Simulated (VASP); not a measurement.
ZnS (Wurtzite-2H), 4 atoms in the cell. The structure is hexagonal, space group P6_3mc (No. 186). The conventional cell has a = 3.733 Å, b = 3.733 Å, c = 6.107 Å, α = 90.00°, β = 90.00°, γ = 120.00°. Within 3.0 Å of Zn (site symmetry 3m) lie 4 S at 2.27 to 2.35 Å. S (site symmetry 3m) has 4 Zn at 2.27 to 2.35 Å within 3.0 Å.  This cell differs from its parent crystal: volume scaled by 0.94.

| Quantity | Value |
| --- | --- |
| Program | VASP 6.6.1 |
| Task | single point |
| Functional | LDA |
| Potentials or basis | VASP PAW LDA potentials, release 64 (Zn, S) |
| Cutoff | 520 eV |
| k mesh | 8 × 8 × 5 |
| Occupations | fermi-dirac, width 0.05 eV |
| Spin | no spin polarisation |
| Dipole correction | no |
| Further INCAR settings | ALGO = Normal; EDIFF = 1e-06; NBANDS = 26 |

Potentials or basis: VASP PAW LDA potentials, release 64 (Zn, S).

Launch:

```console
$ cat potpaw_LDA.64/Zn/POTCAR potpaw_LDA.64/S/POTCAR > POTCAR
$ mpirun -np 1 vasp_std > vasp.out
```

Hardware: 1 thread of Intel(R) Xeon(R) Platinum 8259CL CPU @ 2.50GHz (Skylake/Cascade Lake) (shared host).

Question: Estimate the wall time of this run.

Answer: Wall time 33 s on 1 thread of Intel(R) Xeon(R) Platinum 8259CL CPU @ 2.50GHz (Skylake/Cascade Lake) (shared host), peak memory 0.18 GiB. Counts: scf iterations 12, k points 30.
